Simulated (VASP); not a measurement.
A run of VASP 6.6.1:

INCAR

```
PREC = Accurate
ENCUT = 700
EDIFF = 1E-6
ISMEAR = 0
SIGMA = 0.01
LREAL = F
LASPH = T
NELM = 120
ALGO = Normal
ISIF = 2
LWAVE = F
LCHARG = T
GGA = PE
LELF = T
LVHAR = T
NBANDS = 11
ISYM = -1
GGA_COMPAT = F
```

KPOINTS

```
explicit points
63
Reciprocal
  0.10000000   0.10000000   0.10000000 2
  0.10000000   0.10000000   0.30000000 2
  0.10000000   0.10000000   0.50000000 2
  0.10000000   0.10000000   0.70000000 2
  0.10000000   0.10000000   0.90000000 2
  0.10000000   0.30000000   0.10000000 2
  0.10000000   0.30000000   0.30000000 2
  0.10000000   0.30000000   0.50000000 2
  0.10000000   0.30000000   0.70000000 2
  0.10000000   0.30000000   0.90000000 2
  0.10000000   0.50000000   0.10000000 2
  0.10000000   0.50000000   0.30000000 2
  0.10000000   0.50000000   0.50000000 2
  0.10000000   0.50000000   0.70000000 2
  0.10000000   0.50000000   0.90000000 2
  0.10000000   0.70000000   0.10000000 2
  0.10000000   0.70000000   0.30000000 2
  0.10000000   0.70000000   0.50000000 2
  0.10000000   0.70000000   0.70000000 2
  0.10000000   0.70000000   0.90000000 2
  0.10000000   0.90000000   0.10000000 2
  0.10000000   0.90000000   0.30000000 2
  0.10000000   0.90000000   0.50000000 2
  0.10000000   0.90000000   0.70000000 2
  0.10000000   0.90000000   0.90000000 2
  0.30000000   0.10000000   0.10000000 2
  0.30000000   0.10000000   0.30000000 2
  0.30000000   0.10000000   0.50000000 2
  0.30000000   0.10000000   0.70000000 2
  0.30000000   0.10000000   0.90000000 2
  0.30000000   0.30000000   0.10000000 2
  0.30000000   0.30000000   0.30000000 2
  0.30000000   0.30000000   0.50000000 2
  0.30000000   0.30000000   0.70000000 2
  0.30000000   0.30000000   0.90000000 2
  0.30000000   0.50000000   0.10000000 2
  0.30000000   0.50000000   0.30000000 2
  0.30000000   0.50000000   0.50000000 2
  0.30000000   0.50000000   0.70000000 2
  0.30000000   0.50000000   0.90000000 2
  0.30000000   0.70000000   0.10000000 2
  0.30000000   0.70000000   0.30000000 2
  0.30000000   0.70000000   0.50000000 2
  0.30000000   0.70000000   0.70000000 2
  0.30000000   0.70000000   0.90000000 2
  0.30000000   0.90000000   0.10000000 2
  0.30000000   0.90000000   0.30000000 2
  0.30000000   0.90000000   0.50000000 2
  0.30000000   0.90000000   0.70000000 2
  0.30000000   0.90000000   0.90000000 2
  0.50000000   0.10000000   0.10000000 2
  0.50000000   0.10000000   0.30000000 2
  0.50000000   0.10000000   0.50000000 2
  0.50000000   0.10000000   0.70000000 2
  0.50000000   0.10000000   0.90000000 2
  0.50000000   0.30000000   0.10000000 2
  0.50000000   0.30000000   0.30000000 2
  0.50000000   0.30000000   0.50000000 2
  0.50000000   0.30000000   0.70000000 2
  0.50000000   0.30000000   0.90000000 2
  0.50000000   0.50000000   0.10000000 2
  0.50000000   0.50000000   0.30000000 2
  0.50000000   0.50000000   0.50000000 1
```

File POSCAR:

```
BN
1.0
    0.0000000000      1.8075000000      1.8075000000
    1.8075000000      0.0000000000      1.8075000000
    1.8075000000      1.8075000000      0.0000000000
B N
1 1
Direct
    0.0069156293     -0.0069156293     -0.0069156293
    0.2500000000      0.2500000000      0.2500000000
```

Potentials or basis: VASP PAW PBE potentials, release 64 (B, N).

Launch:

```console
$ cat potpaw_PBE.64/B/POTCAR potpaw_PBE.64/N/POTCAR > POTCAR
$ mpirun -np 1 vasp_std > vasp.out
```

Hardware: 1 thread of Intel(R) Xeon(R) 6975P-C (Granite Rapids), with other jobs on the host.

Task: How long does it take, and how much memory?

Result: It took 4.8 s on 1 thread of Intel(R) Xeon(R) 6975P-C (Granite Rapids) (shared host), peak memory 0.13 GiB. Counts: scf iterations 12, k points 63.
